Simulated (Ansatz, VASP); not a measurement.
One calculation of Hf, two programs

```
Hf
1.0
     0.00000    2.23470    2.23470
     2.23470    0.00000    2.23470
     2.23470    2.23470    0.00000
Hf
1
Direct
  0.00000 0.00000 0.00000
```

Change from the starting cell: volume scaled by 1.02.

Alike in both runs: task single point; functional PBE; k mesh 13 × 13 × 13; occupations fermi-dirac, width 0.03 eV; no spin polarisation.

|  | VASP | Ansatz |
| --- | --- | --- |
| version | VASP 6.6.1 | Ansatz 0.2.0 |
| potentials or method | VASP PAW PBE potentials, release 64 (Hf_pv), cutoff 520 eV | all-electron LAPW, scalar-relativistic |

```tsv
	VASP	Ansatz	Ansatz less VASP
pressure (GPa)	0.6	1.1	+0.45
```

Ansatz ran all-electron here, and VASP with PAW potentials.

Spin-orbit coupling is off throughout.
